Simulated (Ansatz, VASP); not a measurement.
## CdTeF6 in VASP and in Ansatz

```
Cd Te F
1.0
     0.00000    4.34630    4.34630
     4.34630    0.00000    4.34630
     4.34630    4.34630    0.00000
Cd Te F
1 1 6
Cartesian
  0.0000 0.0000 0.0000
  4.3463 4.3463 4.3463
  2.2576 4.3463 4.3463
  6.4350 4.3463 4.3463
  4.3463 2.2576 4.3463
  4.3463 6.4350 4.3463
  4.3463 4.3463 2.2576
  4.3463 4.3463 6.4350
```

Change from the starting cell: relaxed end of: species swapped into the MgZrF6 type (Fm-3m, No. 225).

Alike in both runs: functional PBE; k mesh 6 × 6 × 6; occupations gaussian, width 0.02 eV; no spin polarisation.

Ansatz relaxed the structure, and its values are those at the end. VASP's run is a single point on that final structure, the one shown.

|  | VASP | Ansatz |
| --- | --- | --- |
| version | VASP 6.6.1 | Ansatz 0.2.0 |
| potentials or method | VASP PAW PBE potentials, release 64 (Cd, Te, F), cutoff 520 eV | scalar-relativistic, plane waves, PAW |
| valence electrons in the cell | 60 | 78 |

|  | VASP | Ansatz | Ansatz less VASP |
| --- | --- | --- | --- |
| gap on the k mesh at the Fermi level (eV) | 2.73 | 2.74 | +0.005 |
| least direct gap on the mesh (eV) | 3.47 | 3.47 | +0.003 |
| pressure (GPa) | -0.2 | 0.0 | +0.24 |
| rms of the force components (eV/Å) | 0.050 | 0.000 | -0.0497 |

VASP's potentials hold 60 valence electrons a cell and Ansatz's 78, so a difference there can come from the potentials and not from the codes. Ansatz's warnings: xc potential rough in thin density.

Neither program's run includes spin-orbit coupling.
